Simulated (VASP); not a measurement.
Runs of VASP 6.6.1 on GaN. The structure is that of space group Fm-3m (No. 225), or close to it. The cells are those of the table. 

| level | cell | k mesh | smearing | gap on the mesh (eV) | pressure (GPa) |
| --- | --- | --- | --- | --- | --- |
| PBE | a = 2.982, b = 2.923, c = 2.923 Å, angles 61.3, 59.3, 59.3°, 2 atoms | 10 × 10 × 10 | fermi-dirac 0.02 eV | 0.63 | 20.9 |
| PBE | a = 2.982 Å, angles 60.0°, 2 atoms | 10 × 10 × 10 | fermi-dirac 0.02 eV | 0.66 | 9.1 |
| r2SCAN | a = 2.982, b = 2.923, c = 2.923 Å, angles 61.3, 59.3, 59.3°, 2 atoms | 10 × 10 × 10 | gaussian 0.01 eV | 1.16 | 13.1 |
| PBE | a = 2.982, b = 2.923, c = 2.923 Å, angles 61.3, 59.3, 59.3°, 2 atoms | 6 × 6 × 6 | gaussian 0.01 eV | 0.61 | (b) |
| r2SCAN | a = 2.982 Å, angles 60.0°, 2 atoms | 10 × 10 × 10 | gaussian 0.01 eV | 1.18 | 1.3 |
| PBE | a = 3.098 Å, angles 60.0°, 2 atoms | 10 × 10 × 10 | fermi-dirac 0.02 eV | none | -12.8 |
| r2SCAN | a = 3.098 Å, angles 60.0°, 2 atoms | 10 × 10 × 10 | fermi-dirac 0.02 eV | 0.43 | (c) |
| PBE | a = 2.982 Å, angles 60.0°, 2 atoms | 6 × 6 × 6 | gaussian 0.01 eV | 0.62 | 8.9 |
| PBE | a = 2.982, b = 2.982, c = 2.952 Å, angles 60.3, 60.3, 60.7°, 2 atoms | 6 × 6 × 6 | gaussian 0.01 eV | 0.51 | (a) |

Alike in all rows: task single point; potentials or basis VASP PAW PBE potentials, release 64 (Ga_d, N); no spin polarisation; cutoff (eV) 520.

Estimate the missing entries.

(a) 9.0; (b) 20.7; (c) -21.0.

Caveats: some runs use coarse meshes; the PAW data sets were made with another functional, which shifts forces and pressure a little (some runs).

A k mesh can miss the band edges, and the runs leave out spin-orbit coupling on Ga.

A gap of «none» marks levels without a gap at the run's occupations.
